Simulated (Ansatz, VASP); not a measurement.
# MnHg in VASP and in Ansatz

INCAR

```
PREC = Accurate ; ENCUT = 520
EDIFF = 1E-8 ; ISMEAR = -1
SIGMA = 0.05 ; LREAL = False
LASPH = True ; NELM = 150
ALGO = Normal ; ISIF = 2
LWAVE = False ; LCHARG = False
ISPIN = 2 ; MAGMOM = 4 0
LORBIT = 11 ; LMAXMIX = 4
GGA = PS ; LEFG = True
NBANDS = 24
```

Contents of KPOINTS:

```
Automatic mesh
0
Gamma
  10 10 10
```

File POSCAR:

```
MnHg
1.0
    3.2880000000      0.0000000000      0.0000000000
    0.0000000000      3.2880000000      0.0000000000
    0.0000000000      0.0000000000      3.3130000000
Mn Hg
1 1
Direct
    0.5000000000      0.5000000000      0.5000000000
    0.0000000000      0.0000000000      0.0000000000
```

Input for Ansatz:

```yaml
crystal:
  lattice:
    - [3.288, 0.0, 0.0]
    - [0.0, 3.288, 0.0]
    - [0.0, 0.0, 3.313]
  atoms:
    - { symbol: Mn, position: [0.5, 0.5, 0.5], spin: 4.0 }
    - { symbol: Hg, position: [0.0, 0.0, 0.0] }
magnetization:
  spin_polarized: true
kpoints:
  mp_grid: { grid: [10, 10, 10] }
  band_path:
    path:
      - [0.0, 0.0, 0.0]
      - [0.0, 0.5, 0.0]
      - [0.5, 0.5, 0.0]
      - [0.0, 0.0, 0.0]
      - [0.0, 0.0, 0.5]
      - [0.0, 0.5, 0.5]
      - [0.5, 0.5, 0.5]
      - [0.0, 0.0, 0.5]
      - [0.0, 0.5, 0.0]
    npoints: 5
scf:
  occupations: { method: fermi_dirac, width: 0.05 }
hamiltonian:
  xc: pbesol
  pseudopotentials: { kind: paw }
output:
  forces: true
  stress: true
  eigenvalues: true
  efg: { contact_densities: true }
```

Alike in both runs: task electric field gradients; functional PBEsol; k mesh 10 × 10 × 10; occupations fermi-dirac, width 0.05 eV; collinear spin.

```csv
,VASP,Ansatz
version,VASP 6.6.1,Ansatz 0.2.0
potentials or method,"VASP PAW PBE potentials, release 64 (Mn_pv, Hg)","PAW with Ansatz's default frozen-core files, scalar-relativistic"
plane-wave cutoff (eV),520,420
valence electrons in the cell,25,35
```

Ansatz gave:

* pressure (GPa): -4.1
* net moment per atom (μB): 1.93
* size of the moment on the site where the two differ most (μB): 3.82
* size of Vzz on the site where it differs most (V/Å²): 1.5

Problem. Estimate VASP's values.

Solution. Pressure (GPa): -3.5; net moment per atom (μB): 1.93; size of the moment on the site where the two differ most (μB): 3.77; size of Vzz on the site where it differs most (V/Å²): 1.2.

VASP's potentials were made for PBE, not for PBEsol. Site moments also hang on the region over which each program counts them. The functional is the same, so the differences come from potentials, cutoffs and numerics. VASP's potentials hold 25 valence electrons a cell and Ansatz's 35, so a difference there can come from the potentials and not from the codes.

Spin-orbit coupling is off throughout.
